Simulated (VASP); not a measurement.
# C (a cell with a defect) in VASP: single point with PBEsol

Aim: the single point of C (a cell with a defect) with PBEsol.

All numbers are computed with VASP 6.6.1; they aren't measurements. Logs are shortened: lines on timing, memory, paths and dates and some standing lists are left out, and cuts for length are marked.

## 1. The cell of the first run

The cell holds a defect, 15 atoms: a = 5.026 Å, b = 5.026 Å, c = 5.026 Å, α = 60.00°, β = 60.00°, γ = 60.00°.

## 2. Single point, PBEsol

INCAR reads:

```
PREC = Accurate
ENCUT = 520
EDIFF = 1E-6
ISMEAR = 0
SIGMA = 0.05
LREAL = Auto
LASPH = T
NELM = 60
ALGO = Normal
ISIF = 2
LWAVE = F
LCHARG = F
GGA = PS
NBANDS = 43
```

KPOINTS reads:

```
Automatic mesh
0
Gamma
  6 6 6
```

POSCAR reads:

```
C
1.0
    0.0000000000      3.5537981836     -3.5537981836
   -3.5537981836      0.0000000000     -3.5537981836
   -3.5537981836      3.5537981836      0.0000000000
C
15
Direct
    0.2500000000      0.7500000000      0.2500000000
    0.7500000000      0.2500000000      0.2500000000
    0.2500000000      0.2500000000      0.2500000000
    0.7500000000      0.7500000000      0.7500000000
    0.2500000000      0.7500000000      0.7500000000
    0.7500000000      0.2500000000      0.7500000000
    0.2500000000      0.2500000000      0.7500000000
    0.8750000000      0.3750000000      0.3750000000
    0.3750000000      0.3750000000      0.3750000000
    0.8125000000      0.8125000000      0.3125000000
    0.3750000000      0.8750000000      0.3750000000
    0.8750000000      0.3750000000      0.8750000000
    0.3750000000      0.3750000000      0.8750000000
    0.8750000000      0.8750000000      0.8750000000
    0.3750000000      0.8750000000      0.8750000000
```

Potentials or basis: VASP PAW PBE potentials, release 64 (C).

Command:

```sh
$ cat potpaw_PBE.64/C/POTCAR > POTCAR
$ mpirun -np 1 vasp_std > vasp.out
```

OUTCAR:

```text
PREC = Accurate
   ENCUT = 520
   EDIFF = 1E-6
   ISMEAR = 0
   LREAL = Auto
   LASPH = T
   NELM = 60
   ISIF = 2
   GGA = PS

 ion  position               nearest neighbor table
   1  0.250  0.750  0.250-  11 1.54   9 1.54  15 1.54  10 1.94
   2  0.750  0.250  0.250-   8 1.54   9 1.54  12 1.54  10 1.94
   3  0.250  0.250  0.250-   9 1.54   8 1.54  11 1.54  13 1.54
   4  0.750  0.750  0.750-  14 1.54  12 1.54  15 1.54  10 1.94
   5  0.250  0.750  0.750-  15 1.54  13 1.54  14 1.54  11 1.54
   6  0.750  0.250  0.750-  12 1.54   8 1.54  13 1.54  14 1.54
   7  0.250  0.250  0.750-  13 1.54  12 1.54   9 1.54  15 1.54
   8  0.875  0.375  0.375-   2 1.54   3 1.54   6 1.54  10 1.94
   9  0.375  0.375  0.375-   3 1.54   2 1.54   1 1.54   7 1.54
  10  0.812  0.812  0.312-   1 1.94   2 1.94   4 1.94   8 1.94  11 1.94  14 1.94
  11  0.375  0.875  0.375-   1 1.54   3 1.54   5 1.54  10 1.94
  12  0.875  0.375  0.875-   6 1.54   4 1.54   2 1.54   7 1.54
  13  0.375  0.375  0.875-   7 1.54   5 1.54   6 1.54   3 1.54
  14  0.875  0.875  0.875-   4 1.54   5 1.54   6 1.54  10 1.94
  15  0.375  0.875  0.875-   5 1.54   4 1.54   1 1.54   7 1.54

  LATTYP: Found a face centered cubic cell.
 ALAT       =     7.1075963672

  Lattice vectors:

 A1 = (   0.0000000000,   3.5537981836,  -3.5537981836)
 A2 = (  -3.5537981836,   0.0000000000,  -3.5537981836)
 A3 = (  -3.5537981836,   3.5537981836,   0.0000000000)

Analysis of symmetry for initial positions (statically):
=====================================================================
 Subroutine PRICEL returns:
 Original cell was already a primitive cell.

 Routine SETGRP: Setting up the symmetry group for a
 face centered cubic supercell.

 Subroutine GETGRP returns: Found 12 space group operations
 (whereof  2 operations were pure point group operations)
 out of a pool of 48 trial point group operations.

The static configuration has the point symmetry C_1h.
 The point group associated with its full space group is D_3d.

Analysis of symmetry for dynamics (positions and initial velocities):
=====================================================================
 Subroutine PRICEL returns:
 Original cell was already a primitive cell.

 Routine SETGRP: Setting up the symmetry group for a
[... 146 lines left out ...]
   EMIN   =  10.00;   EMAX   =-10.00  energy-range for DOS
   EFERMI =   0.00;   METHOD = LEGACY
   ISMEAR =     0;   SIGMA  =   0.05  broadening in eV -4-tet -1-fermi 0-gaus
   EFERMI_NEDOS =   21; number of points for ismear=-14 and -15
   IALGO  =     38    algorithm
   IMIX   =      4    mixing-type and parameters
     AMIX     =   0.40;   BMIX     =  1.00
     AMIX_MAG =   1.60;   BMIX_MAG =  1.00
  volume/ion in A,a.u.               =       5.98        40.38
  Fermi-wavevector in a.u.,A,eV,Ry     =   1.431383  2.704921 27.876392  2.048857
  Thomas-Fermi vector in A             =   2.551125
   LORBIT       =      0    0 simple, 1 ext, 2 COOP (PROOUT), +10 PAW based schemes
   GGA     = PS    functional components
   LHFCALC =     F    Hartree Fock is set to
   AEXX    =    0.0000 exact exchange contribution
   IVDW    =     0    specifies the selected vdW correction
   LEPSILON=     F    determine dielectric tensor
   LRPA    =     F    only Hartree local field effects (RPA)
 non-spin polarized calculation
 Gauss-broadening in eV      SIGMA  =   0.05
  energy-cutoff  :      520.00
  volume of cell :       89.77
 maximum number of plane-waves:      2450
 NGX is ok and might be reduce to    40
   NGX = 19   NGY = 19   NGZ = 19

 number of electron      59.9999993 magnetization

 Free energy of the ion-electron system (eV)
  ---------------------------------------------------
  ext. energy  EPLUGINS =         0.00000000
  ---------------------------------------------------
  free energy    TOTEN  =      -135.17141526 eV

  energy without entropy =     -135.16842872  energy(sigma->0) =     -135.16992199

 E-fermi :   9.2045     XC(G=0): -13.2363

 val. band max:        9.1734766753   @ k =   0.3333   0.3333   0.3333
 cond. band min:       9.2128189309   @ k =   0.3333   0.3333   0.0000
 fundamental gap:      0.0393422557
 Fermi energy:         9.2045089872

 k-point     1 :       0.0000    0.0000    0.0000
  band No.  band energies     occupation
      1     -12.0379      2.00000
      2      -6.5078      2.00000
      3      -6.5078      2.00000
      4      -6.2653      2.00000
      5      -5.4117      2.00000
      6      -4.3166      2.00000
[... 1069 lines left out ...]
     41      17.8167      0.00000
     42      18.7495      0.00000

 [... further k-points ...]

 [bands above 42 left out]

------------------------ aborting loop because EDIFF is reached ----------------------------------------

  FORCE on cell =-STRESS in cart. coord.  units (eV):
  Direction    XX          YY          ZZ          XY          YZ          ZX
  --------------------------------------------------------------------------------------
  -------------------------------------------------------------------------------------
  Total       -6.8375465     -6.8375465     -6.8375465      8.8043322      8.8043322     -8.8043322
  in kB     -122.0401123   -122.0401123   -122.0401123    157.1443334    157.1443334   -157.1443334
  external PRESSURE =    -122.0401123 kB  Pullay stress =       0.0000000 kB

 VOLUME and BASIS-vectors are now :
 -----------------------------------------------------------------------------
  energy-cutoff  :      520.00
  volume of cell :       89.77
      direct lattice vectors                 reciprocal lattice vectors
     0.000000000  3.553798184 -3.553798184     0.140694540  0.140694540 -0.140694540
    -3.553798184  0.000000000 -3.553798184    -0.140694540 -0.140694540 -0.140694540
    -3.553798184  3.553798184  0.000000000    -0.140694540  0.140694540  0.140694540

 POSITION                                       TOTAL-FORCE (eV/Angst)
 -----------------------------------------------------------------------------------
     -3.55380      1.77690     -3.55380         2.624010      1.057656     -1.057656
     -1.77690      3.55380     -3.55380        -1.057656     -2.624010     -1.057656
     -1.77690      1.77690     -1.77690        -0.095136      0.095136     -0.231947
     -5.33070      5.33070     -5.33070        -1.057656      1.057656      2.624010
     -5.33070      3.55380     -3.55380        -0.095136      0.231947     -0.095136
     -3.55380      5.33070     -3.55380        -0.231947      0.095136     -0.095136
     -3.55380      3.55380     -1.77690        -0.062401      0.062401     -0.062401
     -2.66535      4.44225     -4.44225         1.057656      2.624010      1.057656
     -2.66535      2.66535     -2.66535         0.095136     -0.095136      0.231947
     -3.99802      3.99802     -5.77492        -0.000000     -0.000000     -0.000000
     -4.44225      2.66535     -4.44225        -2.624010     -1.057656      1.057656
     -4.44225      6.21915     -4.44225         0.231947     -0.095136      0.095136
     -4.44225      4.44225     -2.66535         0.062401     -0.062401      0.062401
     -6.21915      6.21915     -6.21915         1.057656     -1.057656     -2.624010
     -6.21915      4.44225     -4.44225         0.095136     -0.231947      0.095136
 -----------------------------------------------------------------------------------
    total drift:                               -0.000000     -0.000000      0.000000

  FREE ENERGIE OF THE ION-ELECTRON SYSTEM (eV)
  ---------------------------------------------------
  free  energy   TOTEN  =      -135.1714152582 eV

  energy  without entropy=     -135.1684287176  energy(sigma->0) =     -135.16992199
```

OSZICAR:

```text
N       E                     dE             d eps       ncg     rms          rms(c)
DAV:   1     0.155303326468E+03    0.15530E+03   -0.31776E+04  2752   0.136E+03
DAV:   2    -0.126604875664E+03   -0.28191E+03   -0.26830E+03  3420   0.260E+02
DAV:   3    -0.139316171781E+03   -0.12711E+02   -0.12599E+02  3568   0.517E+01
DAV:   4    -0.139483230139E+03   -0.16706E+00   -0.16648E+00  3640   0.623E+00
DAV:   5    -0.139486267058E+03   -0.30369E-02   -0.30335E-02  3600   0.806E-01    0.143E+01
DAV:   6    -0.136094593337E+03    0.33917E+01   -0.38414E+00  3581   0.944E+00    0.825E+00
DAV:   7    -0.135249025577E+03    0.84557E+00   -0.20818E+00  3365   0.649E+00    0.356E+00
DAV:   8    -0.135172129496E+03    0.76896E-01   -0.23021E-01  3408   0.234E+00    0.136E+00
DAV:   9    -0.135171743966E+03    0.38553E-03   -0.44398E-02  3453   0.106E+00    0.365E-01
DAV:  10    -0.135171430152E+03    0.31381E-03   -0.59976E-03  3376   0.384E-01    0.143E-01
DAV:  11    -0.135171407005E+03    0.23147E-04   -0.60239E-04  3496   0.125E-01    0.283E-02
DAV:  12    -0.135171412780E+03   -0.57746E-05   -0.56145E-05  3440   0.385E-02    0.165E-02
DAV:  13    -0.135171415547E+03   -0.27677E-05   -0.49255E-06  3432   0.121E-02    0.300E-03
DAV:  14    -0.135171415258E+03    0.28913E-06   -0.50717E-07  2064   0.387E-03
   1 F= -.13517142E+03 E0= -.13516992E+03  d E =-.298654E-02
```

Run time: 7.7 min. Hardware: 1 thread of Intel Xeon 8259CL, shared host; peak memory 0.26 GiB.

What came out:

```yaml
Free_energy: -135.1714 eV
Pressure: -12.2 GPa
Largest_force: 3.020 eV/Å
Band_gap_on_the_k_mesh: zero (bands 30 and 31 overlap by 3.53 eV)
```

Forces in eV/Å, atoms in the order of the input:
```
C    2.624  1.058 -1.058
C   -1.058 -2.624 -1.058
C   -0.095  0.095 -0.232
C   -1.058  1.058  2.624
C   -0.095  0.232 -0.095
C   -0.232  0.095 -0.095
C   -0.062  0.062 -0.062
C    1.058  2.624  1.058
C    0.095 -0.095  0.232
C    0.000  0.000  0.000
C   -2.624 -1.058  1.058
C    0.232 -0.095  0.095
C    0.062 -0.062  0.062
C    1.058 -1.058 -2.624
C    0.095 -0.232  0.095
```

Levels at points of the mesh, in eV from the Fermi level:
```
           k point  band 26  band 27  band 28  band 29  band 30  band 31  band 32  band 33  band 34  band 35
(0.00, 0.00, 0.00)    -1.59    -1.56    -1.56    -1.08     3.23     3.23     3.31     3.31     3.48     3.65
(0.50, 0.00, 0.00)    -3.49    -2.86    -2.55    -1.84    -1.81     2.41     3.26     3.93     3.96     5.66
(0.50, 0.50, 0.50)    -3.70    -3.70    -1.20    -0.32    -0.32     0.23     0.23     6.21     6.21     6.23
(0.50, 0.50, 0.00)    -3.79    -3.57    -3.21    -1.54    -1.39    -0.30     2.43     3.45     4.94     6.19
```

Caveat: the cell differs from its parent crystal (atoms taken out, atom 10 moved 0.500 of the way to it and +0.000 Å across, host rigid); the PAW data sets were made with another functional, which shifts forces and pressure a little.
